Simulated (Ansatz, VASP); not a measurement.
# CoO: VASP beside Ansatz

INCAR

```
SYSTEM = CoO
PREC = Accurate
ENCUT = 520
EDIFF = 1E-8
ISMEAR = -1
SIGMA = 0.05
LREAL = .False.
LASPH = .True.
NELM = 150
ALGO = Normal
ISIF = 2
LWAVE = .False.
LCHARG = .False.
ISPIN = 2
MAGMOM = 2 0
LORBIT = 11
LMAXMIX = 4
GGA = PE
LEFG = .True.
NBANDS = 18
```

Contents of KPOINTS:

```
regular mesh
0
Gamma
  16 16 16
  0 0 0
```

File POSCAR:

```
CoO
1.0
    0.0000000000      2.1385814474      2.1385814474
    2.1385814474      0.0000000000      2.1385814474
    2.1385814474      2.1385814474      0.0000000000
Co O
1 1
Direct
    0.0000000000      0.0000000000      0.0000000000
    0.5000000000      0.5000000000      0.5000000000
```

Input for Ansatz:

```yaml
crystal:
  lattice:
    - [0.0, 2.1385814474, 2.1385814474]
    - [2.1385814474, 0.0, 2.1385814474]
    - [2.1385814474, 2.1385814474, 0.0]
  atoms:
    - { symbol: Co, position: [0.0, 0.0, 0.0], spin: 2.0 }
    - { symbol: O, position: [0.5, 0.5, 0.5] }
magnetization:
  spin_polarized: true
kpoints:
  mp_grid: { grid: [16, 16, 16] }
scf:
  occupations: { method: fermi_dirac, width: 0.05 }
hamiltonian:
  xc: pbe
  pseudopotentials: { kind: all_electron, datasets: crystal }
output:
  forces: true
  stress: true
  eigenvalues: true
  efg: { contact_densities: true }
```

Change from the starting cell: volume scaled by 1.01, crystal datasets.

Alike in both runs: task electric field gradients; functional PBE; k mesh 16 × 16 × 16; occupations fermi-dirac, width 0.05 eV; collinear spin.

|  | VASP | Ansatz |
| --- | --- | --- |
| version | VASP 6.6.1 | Ansatz 0.2.0 |
| potentials or method | VASP PAW PBE potentials, release 64 (Co, O), cutoff 520 eV | all-electron PAW with datasets made for the crystal, scalar-relativistic |

```csv
,VASP,Ansatz,Ansatz less VASP
pressure (GPa),-3.9,-3.4,+0.44
net moment per atom (μB),1.47,1.48,+0.011
size of the moment on the site where the two differ most (μB),2.58,2.52,-0.058
```

Site moments also hang on the region over which each program counts them. Ansatz ran all-electron here, and VASP with PAW potentials.
